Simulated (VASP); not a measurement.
# Cr (P6_3/mmc) in VASP: further runs

Cr is run at these levels: PBEsol; tasks: single point, relaxation of cell and atoms.

All numbers are computed with VASP 6.6.1; they aren't measurements. Logs are shortened: lines on timing, memory, paths and dates and some standing lists are left out, and cuts for length are marked.

## 1. The cell of the first run

The structure is hexagonal, space group P6_3/mmc (No. 194). The conventional cell has a = 2.401 Å, b = 2.401 Å, c = 8.458 Å, α = 90.00°, β = 90.00°, γ = 120.00°. Cr (site symmetry -3m) has 12 Cr at 2.40 to 2.53 Å within 3.2 Å. Cr (site symmetry -6m2) has 12 Cr at 2.40 to 2.53 Å within 3.2 Å.

This isn't the form of Cr at room conditions, which is bcc.

## 2. Single point, PBEsol, collinear spin, antiferromagnetic start (10.55 Å³/atom)

INCAR

```
ALGO     = Normal         # electronic algorithm
EDIFF    = 1E-6           # SCF threshold, eV
ENCUT    = 520            # plane-wave cutoff, eV
GGA      = PS             # functional
ISIF     = 2              # what is computed and relaxed
ISMEAR   = -1             # smearing method
ISPIN    = 2              # spin polarisation
LASPH    = True           # aspherical terms in the spheres
LCHARG   = False          # write CHGCAR
LMAXMIX  = 4              # l up to which the mixer works
LORBIT   = 11             # projections on sites
LREAL    = False          # projectors in reciprocal space
LWAVE    = False          # write WAVECAR
MAGMOM   = 1.5 1.5 -1.5 -1.5 # initial moments
NBANDS   = 36             # bands
NELM     = 150            # most SCF steps
PREC     = Accurate       # precision mode
SIGMA    = 0.05           # smearing width, eV
```

KPOINTS

```
k-points
0
Gamma
  16 16 4
```

POSCAR

```
Cr
1.0
    2.4006137930      0.0000000000      0.0000000000
   -1.2003068965      2.0789925294      0.0000000000
    0.0000000000      0.0000000000      8.4580616035
Cr
4
Direct
    1.0000000000      0.0000000000      0.0000000000
    0.0000000000      0.0000000000      0.5000000000
    0.3333333333      0.6666666667      0.2500000000
    0.6666666667      0.3333333333      0.7500000000
```

Potentials or basis: VASP PAW PBE potentials, release 64 (Cr_pv).

Started as:

```sh
$ cat potpaw_PBE.64/Cr_pv/POTCAR > POTCAR
$ mpirun -np 1 vasp_std > vasp.out
```

OUTCAR:

```text
EDIFF = 1E-6
   ENCUT = 520
   GGA = PS
   ISIF = 2
   ISMEAR = -1
   ISPIN = 2
   LASPH = True
   LORBIT = 11
   LREAL = False
   NELM = 150
   PREC = Accurate

 ion  position               nearest neighbor table
   1  0.000  0.000  0.000-   3 2.53   4 2.53   3 2.53   4 2.53   4 2.53   3 2.53
   2  0.000  0.000  0.500-   3 2.53   4 2.53   3 2.53   4 2.53   4 2.53   3 2.53
   3  0.333  0.667  0.250-   1 2.53   2 2.53   1 2.53   2 2.53   1 2.53   2 2.53
   4  0.667  0.333  0.750-   1 2.53   2 2.53   1 2.53   2 2.53   1 2.53   2 2.53

  LATTYP: Found a hexagonal cell.
 ALAT       =     2.4006137930
 C/A-ratio  =     3.5232912633

  Lattice vectors:

 A1 = (   2.4006137930,   0.0000000000,   0.0000000000)
 A2 = (  -1.2003068965,   2.0789925294,   0.0000000000)
 A3 = (   0.0000000000,   0.0000000000,   8.4580616035)

Analysis of symmetry for initial positions (statically):
=====================================================================
 Subroutine PRICEL returns:
 Original cell was already a primitive cell.

 Routine SETGRP: Setting up the symmetry group for a
 hexagonal supercell.

 Subroutine GETGRP returns: Found 24 space group operations
 (whereof 12 operations were pure point group operations)
 out of a pool of 24 trial point group operations.

The static configuration has the point symmetry D_3d.
 The point group associated with its full space group is D_6h.

Analysis of symmetry for dynamics (positions and initial velocities):
=====================================================================
 Subroutine PRICEL returns:
 Original cell was already a primitive cell.

 Routine SETGRP: Setting up the symmetry group for a
 hexagonal supercell.

 Subroutine GETGRP returns: Found 24 space group operations
 (whereof 12 operations were pure point group operations)
 out of a pool of 24 trial point group operations.

The dynamic configuration has the point symmetry D_3d.
 The point group associated with its full space group is D_6h.

Analysis of structural, dynamic, and magnetic symmetry:
=====================================================================
 Subroutine PRICEL returns:
 Original cell was already a primitive cell.

 Routine SETGRP: Setting up the symmetry group for a
 hexagonal supercell.

 Subroutine GETGRP returns: Found 24 space group operations
 (whereof 12 operations were pure point group operations)
 out of a pool of 24 trial point group operations.

The overall configuration has the point symmetry D_3d.
 The point group associated with its full space group is D_6h.

 Subroutine INISYM returns: Found 24 space group operations
 (whereof 12 operations are pure point group operations),
 and found     1 'primitive' translations

----------------------------------------------------------------------------------------

                                     Primitive cell

  volume of cell :      42.2130

  direct lattice vectors                    reciprocal lattice vectors
     2.400613793  0.000000000  0.000000000     0.416560133  0.240501105  0.000000000
    -1.200306897  2.078992529  0.000000000     0.000000000  0.481002209  0.000000000
     0.000000000  0.000000000  8.458061603     0.000000000  0.000000000  0.118230399

  length of vectors
     2.400613793  2.400613793  8.458061603     0.481002209  0.481002209  0.118230399

  position of ions in fractional coordinates (direct lattice)
     0.000000000  0.000000000  0.000000000
     0.000000000  0.000000000  0.500000000
     0.333333333  0.666666667  0.250000000
     0.666666667  0.333333333  0.750000000

  ion indices of the primitive-cell ions
   primitive index   ion index
                 1           1
                 2           2
                 3           3
                 4           4

----------------------------------------------------------------------------------------

 KPOINTS: k-points

Automatic generation of k-mesh.
 Grid dimensions read from file:
 generate k-points for:   16   16    4

 Generating k-lattice:

  Cartesian coordinates                     Fractional coordinates (reciprocal lattice)
     0.026035008  0.015031319  0.000000000     0.062500000  0.000000000  0.000000000
     0.000000000  0.030062638  0.000000000     0.000000000  0.062500000  0.000000000
     0.000000000  0.000000000  0.029557600     0.000000000  0.000000000  0.250000000

  Length of vectors
     0.030062638  0.030062638  0.029557600

  Shift w.r.t. Gamma in fractional coordinates (k-lattice)
     0.000000000  0.000000000  0.000000000

 Subroutine IBZKPT returns following result:
 ===========================================

 Found     90 irreducible k-points:

 Following reciprocal coordinates:
            Coordinates               Weight
  0.000000  0.000000  0.000000      1.000000
  0.062500  0.000000  0.000000      6.000000
  0.125000  0.000000  0.000000      6.000000
  0.187500  0.000000  0.000000      6.000000
  0.250000  0.000000  0.000000      6.000000
  0.312500  0.000000  0.000000      6.000000
[... 16 lines left out ...]
  0.187500  0.187500  0.000000      6.000000
  0.250000  0.187500  0.000000     12.000000
 [... further k-points ...]
   k-points           NKPTS =     90   k-points in BZ     NKDIM =     90   number of bands    NBANDS=     36
   number of dos      NEDOS =    301   number of ions     NIONS =      4
   total plane-waves  NPLWV =  20736
   dimension x,y,z NGX =    18 NGY =   18 NGZ =   64
   dimension x,y,z NGXF=    36 NGYF=   36 NGZF=  128
   ions per type =               4
   NGX,Y,Z   is equivalent  to a cutoff of  12.47, 12.47, 12.58 a.u.
   NGXF,Y,Z  is equivalent  to a cutoff of  24.93, 24.93, 25.16 a.u.
 SYSTEM =  unknown system
   PREC   = accura    normal or accurate (medium, high low for compatibility)
   ISTART =      0    job   : 0-new  1-cont  2-samecut
   ICHARG =      2    charge: 1-file 2-atom 10-const
   ISPIN  =      2    spin polarized calculation?
   LNONCOLLINEAR =      F non collinear calculations
   LSORBIT =      F    spin-orbit coupling
   LASPH  =      T    aspherical Exc in radial PAW
   ENCUT  =  520.0 eV  38.22 Ry    6.18 a.u.   4.46  4.46 15.73*2*pi/ulx,y,z
   NELM   =    150;   NELMIN=  2; NELMDL= -5     # of ELM steps
   EDIFF  = 0.1E-05   stopping-criterion for ELM
   LREAL  =      F    real-space projection
   EDIFFG = 0.1E-04   stopping-criterion for IOM
   NSW    =      0    number of steps for IOM
   IBRION =     -1    ionic relax: 0-MD 1-quasi-New 2-CG
   NFREE  =      0    steps in history (QN), initial steepest desc. (CG)
   ISIF   =      2    stress and relaxation
   ISYM   =      2    0-nonsym 1-usesym 2-fastsym
   POTIM  = 0.5000    time-step for ionic-motion
   TEBEG  =    0.0;   TEEND  =   0.0 temperature during run
   PSTRESS=    0.0 pullay stress
   NELECT =      48.0000    total number of electrons
   NUPDOWN=      -1.0000    fix difference up-down
   EMIN   =  10.00;   EMAX   =-10.00  energy-range for DOS
   EFERMI =   0.00;   METHOD = LEGACY
   ISMEAR =    -1;   SIGMA  =   0.05  broadening in eV -4-tet -1-fermi 0-gaus
   EFERMI_NEDOS =   21; number of points for ismear=-14 and -15
   IALGO  =     38    algorithm
   IMIX   =      4    mixing-type and parameters
     AMIX     =   0.40;   BMIX     =  1.00
     AMIX_MAG =   1.60;   BMIX_MAG =  1.00
  volume/ion in A,a.u.               =      10.55        71.22
  Fermi-wavevector in a.u.,A,eV,Ry     =   1.708729  3.229030 39.725681  2.919755
  Thomas-Fermi vector in A             =   2.787344
   LORBIT       =     11    0 simple, 1 ext, 2 COOP (PROOUT), +10 PAW based schemes
   GGA     = PS    functional components
   LHFCALC =     F    Hartree Fock is set to
   AEXX    =    0.0000 exact exchange contribution
   IVDW    =     0    specifies the selected vdW correction
   LEPSILON=     F    determine dielectric tensor
   LRPA    =     F    only Hartree local field effects (RPA)
 spin polarized calculation
  energy-cutoff  :      520.00
  volume of cell :       42.21
 maximum number of plane-waves:      1163
 NGX is ok and might be reduce to    18
   NGX =  9   NGY =  9   NGZ = 31

 number of electron      48.0000053 magnetization      -0.0010119

 number of electron      48.0000058 magnetization       0.0009340

 Free energy of the ion-electron system (eV)
  ---------------------------------------------------
  ext. energy  EPLUGINS =         0.00000000
  ---------------------------------------------------
  free energy    TOTEN  =       -39.10276457 eV

  energy without entropy =      -39.05764283  energy(sigma->0) =      -39.08020370

 E-fermi :  11.9613     XC(G=0): -14.3516

 val. band max:       11.9503926146   @ k =   0.1875   0.0000   0.0000
 cond. band min:      11.9623220751   @ k =   0.4375   0.1250   0.2500
 fundamental gap:      0.0119294606
 Fermi energy:        11.9613248371

 spin component 1

 k-point     1 :       0.0000    0.0000    0.0000
  band No.  band energies     occupation
      1     -31.3031      1.00000
      2     -30.7971      1.00000
      3     -30.7879      1.00000
      4     -30.2578      1.00000
      5     -30.1322      1.00000
      6     -30.1322      1.00000
[... 28 lines left out ...]
     35      14.6431      0.00000
     36      14.6431      0.00000
[... 866 lines left out ...]
      6     -30.5975      1.00000
[... 28 lines left out ...]
     35      16.6945      0.00000
     36      19.5441      0.00000

 [... further k-points ...]

 spin component 2

 k-point     1 :       0.0000    0.0000    0.0000
  band No.  band energies     occupation
      1     -31.3029      1.00000
      2     -30.7968      1.00000
      3     -30.7879      1.00000
      4     -30.2577      1.00000
      5     -30.1320      1.00000
      6     -30.1320      1.00000
[... 28 lines left out ...]
     35      14.6433      0.00000
     36      14.6433      0.00000
[... 866 lines left out ...]
      6     -30.5974      1.00000
[... 28 lines left out ...]
     35      16.6946      0.00000
     36      19.5214      0.00000

 [... further k-points ...]

------------------------ aborting loop because EDIFF is reached ----------------------------------------

  FORCE on cell =-STRESS in cart. coord.  units (eV):
  Direction    XX          YY          ZZ          XY          YZ          ZX
  --------------------------------------------------------------------------------------
  -------------------------------------------------------------------------------------
  Total        6.8462917      6.8462917      6.0265206      0.0000000      0.0000000     -0.0000000
  in kB      259.8483192    259.8483192    228.7342293      0.0000000      0.0000000     -0.0000000
  external PRESSURE =     249.4769559 kB  Pullay stress =       0.0000000 kB

 VOLUME and BASIS-vectors are now :
 -----------------------------------------------------------------------------
  energy-cutoff  :      520.00
  volume of cell :       42.21
      direct lattice vectors                 reciprocal lattice vectors
     2.400613793  0.000000000  0.000000000     0.416560133  0.240501105  0.000000000
    -1.200306897  2.078992529  0.000000000     0.000000000  0.481002209  0.000000000
     0.000000000  0.000000000  8.458061603     0.000000000  0.000000000  0.118230399

 POSITION                                       TOTAL-FORCE (eV/Angst)
 -----------------------------------------------------------------------------------
      0.00000      0.00000      0.00000         0.000000      0.000000      0.000000
      0.00000      0.00000      4.22903         0.000000      0.000000      0.000000
     -0.00000      1.38600      2.11452         0.000000      0.000000      0.000000
      1.20031      0.69300      6.34355        -0.000000      0.000000     -0.000000
 -----------------------------------------------------------------------------------
    total drift:                                0.000000     -0.000000      0.000000

  FREE ENERGIE OF THE ION-ELECTRON SYSTEM (eV)
  ---------------------------------------------------
  free  energy   TOTEN  =       -39.1027645677 eV

  energy  without entropy=      -39.0576428316  energy(sigma->0) =      -39.08020370

 total charge

# of ion       s       p       d       tot
------------------------------------------
    1        0.475   6.447   4.373  11.295
    2        0.475   6.447   4.373  11.295
    3        0.476   6.449   4.367  11.291
    4        0.476   6.449   4.367  11.291
--------------------------------------------------
tot          1.902  25.791  17.480  45.173

 magnetization (x)

# of ion       s       p       d       tot
------------------------------------------
    1       -0.000   0.000  -0.000  -0.000
    2       -0.000   0.000  -0.000  -0.000
    3        0.000   0.000   0.000   0.000
    4        0.000   0.000   0.000   0.000
--------------------------------------------------
tot         -0.000   0.000   0.000   0.000
```

Wall time 1.9 min (1 thread of AMD EPYC 9R45 (Zen 5), shared host); peak memory 0.27 GiB.

Results:

```
Free energy                                           : -39.1028 eV
Pressure                                              : 24.9 GPa
Band gap on the k mesh                                : zero (filled and empty bands overlap)
Net moment                                            : 0.00 μB per cell
Valence electrons inside the program's atomic spheres : Cr 11.29
```

Caveat: the cell stands under pressure; the PAW data sets were made with another functional, which shifts forces and pressure a little.

(Part 1 of 2 ends here.)
